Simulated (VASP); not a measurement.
# WC in VASP: further runs

The runs below take WC through single point, with PBEsol.

Program: VASP 6.6.1. These are calculated values, not measurements. Logs are shortened: lines on timing, memory, paths and dates and some standing lists are left out, and cuts for length are marked.

### Step 1. The cell of the first run

Symmetry: Fm-3m, No. 225, cubic system. Conventional cell: a = 4.454 Å, b = 4.454 Å, c = 4.454 Å, α = 90.00°, β = 90.00°, γ = 90.00°. Within 2.9 Å of W (site symmetry m-3m) lie 6 C at 2.23 Å. Within 2.9 Å of C (site symmetry m-3m) lie 6 W at 2.23 Å.

### Step 2. Single point, PBEsol (strain +0.025 along x and y, +0.025 along z)

Contents of INCAR:

```
ALGO     = Normal         # electronic algorithm
EDIFF    = 1E-6           # SCF threshold, eV
ENCUT    = 520            # plane-wave cutoff, eV
GGA      = PS             # functional
ISIF     = 2              # what is computed and relaxed
ISMEAR   = 0              # smearing method
LASPH    = True           # aspherical terms in the spheres
LCHARG   = False          # write CHGCAR
LREAL    = False          # projectors in reciprocal space
LWAVE    = False          # write WAVECAR
NBANDS   = 16             # bands
NELM     = 80             # most SCF steps
PREC     = Accurate       # precision mode
SIGMA    = 0.15           # smearing width, eV
```

Contents of KPOINTS:

```
k-points
0
Gamma
  24 24 24
```

Contents of POSCAR:

```
WC
1.0
    0.0000000000      2.2270025086      2.2270025086
    2.2270025086      0.0000000000      2.2270025086
    2.2270025086      2.2270025086      0.0000000000
W C
1 1
Direct
    0.0000000000      0.0000000000      0.0000000000
    0.5000000000      0.5000000000      0.5000000000
```

Potentials or basis: VASP PAW PBE potentials, release 64 (W_sv, C).

Command:

```bash
> cat potpaw_PBE.64/W_sv/POTCAR potpaw_PBE.64/C/POTCAR > POTCAR
> mpirun -np 1 vasp_std > vasp.out
```

OUTCAR:

```text
EDIFF = 1E-6
   ENCUT = 520
   GGA = PS
   ISIF = 2
   ISMEAR = 0
   LASPH = True
   LREAL = False
   NELM = 80
   PREC = Accurate

 ion  position               nearest neighbor table
   1  0.000  0.000  0.000-   2 2.23   2 2.23   2 2.23   2 2.23   2 2.23   2 2.23
   2  0.500  0.500  0.500-   1 2.23   1 2.23   1 2.23   1 2.23   1 2.23   1 2.23

  LATTYP: Found a face centered cubic cell.
 ALAT       =     4.4540050172

  Lattice vectors:

 A1 = (   0.0000000000,   2.2270025086,   2.2270025086)
 A2 = (   2.2270025086,   0.0000000000,   2.2270025086)
 A3 = (   2.2270025086,   2.2270025086,   0.0000000000)

Analysis of symmetry for initial positions (statically):
=====================================================================
 Subroutine PRICEL returns:
 Original cell was already a primitive cell.

 Routine SETGRP: Setting up the symmetry group for a
 face centered cubic supercell.

 Subroutine GETGRP returns: Found 48 space group operations
 (whereof 48 operations were pure point group operations)
 out of a pool of 48 trial point group operations.

The static configuration has the point symmetry O_h .

Analysis of symmetry for dynamics (positions and initial velocities):
=====================================================================
 Subroutine PRICEL returns:
 Original cell was already a primitive cell.

 Routine SETGRP: Setting up the symmetry group for a
 face centered cubic supercell.

 Subroutine GETGRP returns: Found 48 space group operations
 (whereof 48 operations were pure point group operations)
 out of a pool of 48 trial point group operations.

The dynamic configuration has the point symmetry O_h .

 Subroutine INISYM returns: Found 48 space group operations
 (whereof 48 operations are pure point group operations),
 and found     1 'primitive' translations

----------------------------------------------------------------------------------------

                                     Primitive cell

  volume of cell :      22.0898

  direct lattice vectors                    reciprocal lattice vectors
     0.000000000  2.227002509  2.227002509    -0.224517035  0.224517035  0.224517035
     2.227002509  0.000000000  2.227002509     0.224517035 -0.224517035  0.224517035
     2.227002509  2.227002509  0.000000000     0.224517035  0.224517035 -0.224517035

  length of vectors
     3.149457151  3.149457151  3.149457151     0.388874912  0.388874912  0.388874912

  position of ions in fractional coordinates (direct lattice)
[... 79 lines left out ...]
   EDIFF  = 0.1E-05   stopping-criterion for ELM
   LREAL  =      F    real-space projection
   EDIFFG = 0.1E-04   stopping-criterion for IOM
   NSW    =      0    number of steps for IOM
   IBRION =     -1    ionic relax: 0-MD 1-quasi-New 2-CG
   NFREE  =      0    steps in history (QN), initial steepest desc. (CG)
   ISIF   =      2    stress and relaxation
   ISYM   =      2    0-nonsym 1-usesym 2-fastsym
   POTIM  = 0.5000    time-step for ionic-motion
   TEBEG  =    0.0;   TEEND  =   0.0 temperature during run
   PSTRESS=    0.0 pullay stress
   NELECT =      18.0000    total number of electrons
   NUPDOWN=      -1.0000    fix difference up-down
   EMIN   =  10.00;   EMAX   =-10.00  energy-range for DOS
   EFERMI =   0.00;   METHOD = LEGACY
   ISMEAR =     0;   SIGMA  =   0.15  broadening in eV -4-tet -1-fermi 0-gaus
   EFERMI_NEDOS =   21; number of points for ismear=-14 and -15
   IALGO  =     38    algorithm
   IMIX   =      4    mixing-type and parameters
     AMIX     =   0.40;   BMIX     =  1.00
     AMIX_MAG =   1.60;   BMIX_MAG =  1.00
  volume/ion in A,a.u.               =      11.04        74.53
  Fermi-wavevector in a.u.,A,eV,Ry     =   1.529097  2.889574 31.812283  2.338137
  Thomas-Fermi vector in A             =   2.636765
   LORBIT       =      0    0 simple, 1 ext, 2 COOP (PROOUT), +10 PAW based schemes
   GGA     = PS    functional components
   LHFCALC =     F    Hartree Fock is set to
   AEXX    =    0.0000 exact exchange contribution
   IVDW    =     0    specifies the selected vdW correction
   LEPSILON=     F    determine dielectric tensor
   LRPA    =     F    only Hartree local field effects (RPA)
 non-spin polarized calculation
 Gauss-broadening in eV      SIGMA  =   0.15
  energy-cutoff  :      520.00
  volume of cell :       22.09
 maximum number of plane-waves:       610
   NGX = 11   NGY = 11   NGZ = 11

 number of electron      18.0000002 magnetization

 Free energy of the ion-electron system (eV)
  ---------------------------------------------------
  ext. energy  EPLUGINS =         0.00000000
  ---------------------------------------------------
  free energy    TOTEN  =       -22.88309635 eV

  energy without entropy =      -22.87099416  energy(sigma->0) =      -22.87704526

 E-fermi :  11.5383     XC(G=0): -13.5857

 val. band max:       11.5272890124   @ k =   0.2917   0.2500   0.0417
 cond. band min:      11.5483971601   @ k =  -0.2083   0.1250   0.0000
 fundamental gap:      0.0211081477
 Fermi energy:        11.5383095152

 k-point     1 :       0.0000    0.0000    0.0000
  band No.  band energies     occupation
      1     -63.8576      2.00000
      2     -27.8548      2.00000
      3     -27.8548      2.00000
      4     -27.8548      2.00000
      5      -3.8171      2.00000
      6       8.9586      2.00000
[... 433 lines left out ...]
      3     -27.9129      2.00000
      4     -27.9127      2.00000
      5       0.1386      2.00000
      6       2.5677      2.00000
[... 8 lines left out ...]
     15      23.4047      0.00000
     16      23.5002      0.00000

 [... further k-points ...]

------------------------ aborting loop because EDIFF is reached ----------------------------------------

  FORCE on cell =-STRESS in cart. coord.  units (eV):
  Direction    XX          YY          ZZ          XY          YZ          ZX
  --------------------------------------------------------------------------------------
  -------------------------------------------------------------------------------------
  Total       -3.2810439     -3.2810439     -3.2810439     -0.0000000     -0.0000000      0.0000000
  in kB     -237.9745451   -237.9745451   -237.9745451     -0.0000000     -0.0000000      0.0000000
  external PRESSURE =    -237.9745451 kB  Pullay stress =       0.0000000 kB

 VOLUME and BASIS-vectors are now :
 -----------------------------------------------------------------------------
  energy-cutoff  :      520.00
  volume of cell :       22.09
      direct lattice vectors                 reciprocal lattice vectors
     0.000000000  2.227002509  2.227002509    -0.224517035  0.224517035  0.224517035
     2.227002509  0.000000000  2.227002509     0.224517035 -0.224517035  0.224517035
     2.227002509  2.227002509  0.000000000     0.224517035  0.224517035 -0.224517035

 POSITION                                       TOTAL-FORCE (eV/Angst)
 -----------------------------------------------------------------------------------
      0.00000      0.00000      0.00000         0.000000      0.000000      0.000000
      2.22700      2.22700      2.22700        -0.000000     -0.000000     -0.000000
 -----------------------------------------------------------------------------------
    total drift:                                0.000000     -0.000000     -0.000000

  FREE ENERGIE OF THE ION-ELECTRON SYSTEM (eV)
  ---------------------------------------------------
  free  energy   TOTEN  =       -22.8830963516 eV

  energy  without entropy=      -22.8709941640  energy(sigma->0) =      -22.87704526
```

stdout:

```text
POSCAR found type information on POSCAR W C
 POSCAR found :  2 types and       2 ions
 scaLAPACK will be used
 -----------------------------------------------------------------------------
|                                                                             |
|                                                                             |
|     You enforced a specific xc type in the INCAR file but a different       |
|     I HOPE YOU KNOW WHAT YOU ARE DOING!                                     |
|                                                                             |
 -----------------------------------------------------------------------------

 LDA part: xc-table for (Slater+PW92), standard interpolation
 POSCAR, INCAR and KPOINTS ok, starting setup
 FFT: planning ... GRIDC
 FFT: planning ... GRID_SOFT
 FFT: planning ... GRID
 WAVECAR not read
 entering main loop
```

Run time: 68 s. Hardware: 1 thread of Intel Xeon 6975P-C, shared host; peak memory 0.26 GiB.

What came out:

```
Free energy            : -22.8831 eV
Pressure               : -23.8 GPa
Band gap on the k mesh : zero (band 9 reaches 12.50 eV, above the bottom of band 10 at 9.55 eV)
```

Levels at points of the mesh, in eV from the Fermi level:
```
           k point  band 7  band 8  band 9  band 10  band 11  band 12
(0.00, 0.00, 0.00)   -2.58   -2.58   -0.93    -0.93    -0.93    -0.92
(0.50, 0.00, 0.00)   -6.23   -6.23    0.96     0.96     2.16     4.85
(0.50, 0.50, 0.00)   -5.43   -2.38   -2.38     0.77     2.10     2.10
```

Caveat: the cell differs from its parent crystal (strain +0.025 along x and y, +0.025 along z); the PAW data sets were made with another functional, which shifts forces and pressure a little; spin-orbit coupling is left out, which moves the levels of the heavy elements.

### Step 3. Single point, PBEsol (strain +0.050 along x and y, +0.050 along z)

Contents of INCAR:

```
PREC = Accurate ; ENCUT = 520
EDIFF = 1E-7 ; ISMEAR = 0
SIGMA = 0.15 ; LREAL = False
LASPH = True ; NELM = 60
ALGO = Normal ; ISIF = 2
LWAVE = False ; LCHARG = False
GGA = PS ; NBANDS = 16
```

Contents of KPOINTS:

```
Automatic mesh
0
Gamma
  24 24 24
```

Contents of POSCAR:

```
WC
1.0
    0.0000000000      2.2813196429      2.2813196429
    2.2813196429      0.0000000000      2.2813196429
    2.2813196429      2.2813196429      0.0000000000
W C
1 1
Direct
    0.0000000000      0.0000000000      0.0000000000
    0.5000000000      0.5000000000      0.5000000000
```

Potentials or basis: VASP PAW PBE potentials, release 64 (W_sv, C).

Command:

```bash
> cat potpaw_PBE.64/W_sv/POTCAR potpaw_PBE.64/C/POTCAR > POTCAR
> mpirun -np 1 vasp_std > vasp.out
```

OUTCAR:

```text
PREC = Accurate
   ENCUT = 520
   EDIFF = 1E-7
   ISMEAR = 0
   LREAL = False
   LASPH = True
   NELM = 60
   ISIF = 2
   GGA = PS

 ion  position               nearest neighbor table
   1  0.000  0.000  0.000-   2 2.28   2 2.28   2 2.28   2 2.28   2 2.28   2 2.28
   2  0.500  0.500  0.500-   1 2.28   1 2.28   1 2.28   1 2.28   1 2.28   1 2.28

  LATTYP: Found a face centered cubic cell.
 ALAT       =     4.5626392858

  Lattice vectors:

 A1 = (   0.0000000000,   2.2813196429,   2.2813196429)
 A2 = (   2.2813196429,   0.0000000000,   2.2813196429)
 A3 = (   2.2813196429,   2.2813196429,   0.0000000000)

Analysis of symmetry for initial positions (statically):
=====================================================================
 Subroutine PRICEL returns:
 Original cell was already a primitive cell.

 Routine SETGRP: Setting up the symmetry group for a
 face centered cubic supercell.

 Subroutine GETGRP returns: Found 48 space group operations
 (whereof 48 operations were pure point group operations)
 out of a pool of 48 trial point group operations.

The static configuration has the point symmetry O_h .

Analysis of symmetry for dynamics (positions and initial velocities):
=====================================================================
 Subroutine PRICEL returns:
 Original cell was already a primitive cell.

 Routine SETGRP: Setting up the symmetry group for a
 face centered cubic supercell.

 Subroutine GETGRP returns: Found 48 space group operations
 (whereof 48 operations were pure point group operations)
 out of a pool of 48 trial point group operations.

The dynamic configuration has the point symmetry O_h .

 Subroutine INISYM returns: Found 48 space group operations
 (whereof 48 operations are pure point group operations),
 and found     1 'primitive' translations

----------------------------------------------------------------------------------------

                                     Primitive cell

  volume of cell :      23.7459
[... 109 lines left out ...]
     AMIX_MAG =   1.60;   BMIX_MAG =  1.00
  volume/ion in A,a.u.               =      11.87        80.12
  Fermi-wavevector in a.u.,A,eV,Ry     =   1.492690  2.820774 30.315446  2.228122
  Thomas-Fermi vector in A             =   2.605186
   LORBIT       =      0    0 simple, 1 ext, 2 COOP (PROOUT), +10 PAW based schemes
   GGA     = PS    functional components
   LHFCALC =     F    Hartree Fock is set to
   AEXX    =    0.0000 exact exchange contribution
   IVDW    =     0    specifies the selected vdW correction
   LEPSILON=     F    determine dielectric tensor
   LRPA    =     F    only Hartree local field effects (RPA)
 non-spin polarized calculation
 Gauss-broadening in eV      SIGMA  =   0.15
  energy-cutoff  :      520.00
  volume of cell :       23.75
 maximum number of plane-waves:       652
   NGX = 11   NGY = 11   NGZ = 11

 number of electron      17.9999998 magnetization

 Free energy of the ion-electron system (eV)
  ---------------------------------------------------
  ext. energy  EPLUGINS =         0.00000000
  ---------------------------------------------------
  free energy    TOTEN  =       -22.54308139 eV

  energy without entropy =      -22.52940617  energy(sigma->0) =      -22.53624378

 E-fermi :  10.4851     XC(G=0): -13.1947

 val. band max:       10.4844983763   @ k =  -0.2083   0.1250   0.0000
 cond. band min:      10.4936091777   @ k =  -0.3333   0.2917   0.0000
 fundamental gap:      0.0091108014
 Fermi energy:        10.4851393328

 k-point     1 :       0.0000    0.0000    0.0000
  band No.  band energies     occupation
      1     -64.9537      2.00000
      2     -28.9492      2.00000
      3     -28.9492      2.00000
      4     -28.9492      2.00000
      5      -4.2330      2.00000
      6       8.1596      2.00000
[... 433 lines left out ...]
      3     -28.9941      2.00000
      4     -28.9939      2.00000
      5      -0.6375      2.00000
      6       2.0603      2.00000
[... 8 lines left out ...]
     15      21.8509      0.00000
     16      22.0163      0.00000

 [... further k-points ...]

------------------------ aborting loop because EDIFF is reached ----------------------------------------

  FORCE on cell =-STRESS in cart. coord.  units (eV):
  Direction    XX          YY          ZZ          XY          YZ          ZX
  --------------------------------------------------------------------------------------
  -------------------------------------------------------------------------------------
  Total       -6.0651411     -6.0651411     -6.0651411      0.0000000      0.0000000      0.0000000
  in kB     -409.2258640   -409.2258640   -409.2258640      0.0000000      0.0000000      0.0000000
  external PRESSURE =    -409.2258640 kB  Pullay stress =       0.0000000 kB

 VOLUME and BASIS-vectors are now :
 -----------------------------------------------------------------------------
  energy-cutoff  :      520.00
  volume of cell :       23.75
      direct lattice vectors                 reciprocal lattice vectors
     0.000000000  2.281319643  2.281319643    -0.219171391  0.219171391  0.219171391
     2.281319643  0.000000000  2.281319643     0.219171391 -0.219171391  0.219171391
     2.281319643  2.281319643  0.000000000     0.219171391  0.219171391 -0.219171391

 POSITION                                       TOTAL-FORCE (eV/Angst)
 -----------------------------------------------------------------------------------
      0.00000      0.00000      0.00000         0.000000     -0.000000      0.000000
      2.28132      2.28132      2.28132        -0.000000      0.000000      0.000000
 -----------------------------------------------------------------------------------
    total drift:                                0.000000     -0.000000     -0.000000

  FREE ENERGIE OF THE ION-ELECTRON SYSTEM (eV)
  ---------------------------------------------------
  free  energy   TOTEN  =       -22.5430813937 eV

  energy  without entropy=      -22.5294061737  energy(sigma->0) =      -22.53624378
```

OSZICAR:

```text
N       E                     dE             d eps       ncg     rms          rms(c)
DAV:   1     0.109271133840E+03    0.10927E+03   -0.93835E+03 13240   0.123E+03
DAV:   2    -0.224215497736E+02   -0.13169E+03   -0.12691E+03 16184   0.330E+02
DAV:   3    -0.258139397930E+02   -0.33924E+01   -0.33765E+01 14264   0.499E+01
DAV:   4    -0.258336699439E+02   -0.19730E-01   -0.19729E-01 17456   0.436E+00
DAV:   5    -0.258338362546E+02   -0.16631E-03   -0.16631E-03 14304   0.380E-01    0.245E+01
DAV:   6    -0.227544567083E+02    0.30794E+01   -0.89106E+00 16816   0.267E+01    0.566E+00
DAV:   7    -0.225826912873E+02    0.17177E+00   -0.67648E-01 14840   0.619E+00    0.490E+00
DAV:   8    -0.225456503040E+02    0.37041E-01   -0.14082E-01 14768   0.308E+00    0.103E+00
DAV:   9    -0.225432834000E+02    0.23669E-02   -0.59474E-03 13968   0.768E-01    0.140E-01
DAV:  10    -0.225430849347E+02    0.19847E-03   -0.59541E-04 16568   0.257E-01    0.361E-02
DAV:  11    -0.225430832246E+02    0.17101E-05   -0.36907E-05 15072   0.506E-02    0.284E-02
DAV:  12    -0.225430815070E+02    0.17176E-05   -0.45631E-06 15000   0.151E-02    0.746E-03
DAV:  13    -0.225430813948E+02    0.11218E-06   -0.38235E-07 14624   0.552E-03    0.717E-04
DAV:  14    -0.225430813937E+02    0.10796E-08   -0.43006E-09  7632   0.616E-04
   1 F= -.22543081E+02 E0= -.22536244E+02  d E =-.136752E-01
```

Run time: 82 s. Hardware: 1 thread of Intel Xeon 6975P-C, shared host; peak memory 0.27 GiB.

Results:

```
Free energy            : -22.5431 eV
Pressure               : -40.9 GPa
Band gap on the k mesh : zero (band 9 reaches 11.32 eV, above the bottom of band 10 at 8.69 eV)
```

Caveat: the cell differs from its parent crystal (strain +0.050 along x and y, +0.050 along z); the PAW data sets were made with another functional, which shifts forces and pressure a little; spin-orbit coupling is left out, which moves the levels of the heavy elements.

### Step 4. Single point, PBEsol (strain -0.050 along x and y, -0.050 along z)

Contents of INCAR:

```
SYSTEM = WC
ALGO     = Normal         ! electronic algorithm
EDIFF    = 1E-7           ! SCF threshold, eV
ENCUT    = 520            ! plane-wave cutoff, eV
GGA      = PS             ! functional
ISIF     = 2              ! what is computed and relaxed
ISMEAR   = 0              ! smearing method
LASPH    = .True.         ! aspherical terms in the spheres
LCHARG   = .False.        ! write CHGCAR
LREAL    = .False.        ! projectors in reciprocal space
LWAVE    = .False.        ! write WAVECAR
NBANDS   = 16             ! bands
NELM     = 80             ! most SCF steps
PREC     = Accurate       ! precision mode
SIGMA    = 0.15           ! smearing width, eV
```

Contents of KPOINTS:

```
k-points
0
Gamma
  24 24 24
  0 0 0
```

Contents of POSCAR:

```
WC
1.0
    0.0000000000      2.0640511055      2.0640511055
    2.0640511055      0.0000000000      2.0640511055
    2.0640511055      2.0640511055      0.0000000000
W C
1 1
Direct
    0.0000000000      0.0000000000      0.0000000000
    0.5000000000      0.5000000000      0.5000000000
```

Command:

```bash
> cat potpaw_PBE.64/W_sv/POTCAR potpaw_PBE.64/C/POTCAR > POTCAR
> mpirun -np 1 vasp_std > vasp.out
```

Wall time 77 s (1 thread of Intel Xeon 6975P-C, shared host); peak memory 0.24 GiB.

Results (log left out):

```yaml
Free_energy: -22.3058 eV
Pressure: 85.6 GPa
Band_gap_on_the_k_mesh: zero (band 9 reaches 16.68 eV, above the bottom of band 10 at 12.53 eV)
```

Levels at points of the mesh, in eV from the Fermi level:
| k point | band 7 | band 8 | band 9 | band 10 | band 11 | band 12 |
| --- | --- | --- | --- | --- | --- | --- |
| (0.00, 0.00, 0.00) | -3.52 | -3.52 | -1.40 | -1.40 | -1.40 | -1.15 |
| (0.50, 0.00, 0.00) | -7.98 | -7.98 | 1.48 | 1.48 | 3.17 | 5.15 |
| (0.50, 0.50, 0.00) | -5.89 | -2.74 | -2.74 | 1.24 | 3.12 | 3.12 |

Caveat: the cell differs from its parent crystal (strain -0.050 along x and y, -0.050 along z); the PAW data sets were made with another functional, which shifts forces and pressure a little; spin-orbit coupling is left out, which moves the levels of the heavy elements.

(Continued in part 2 of 2.)
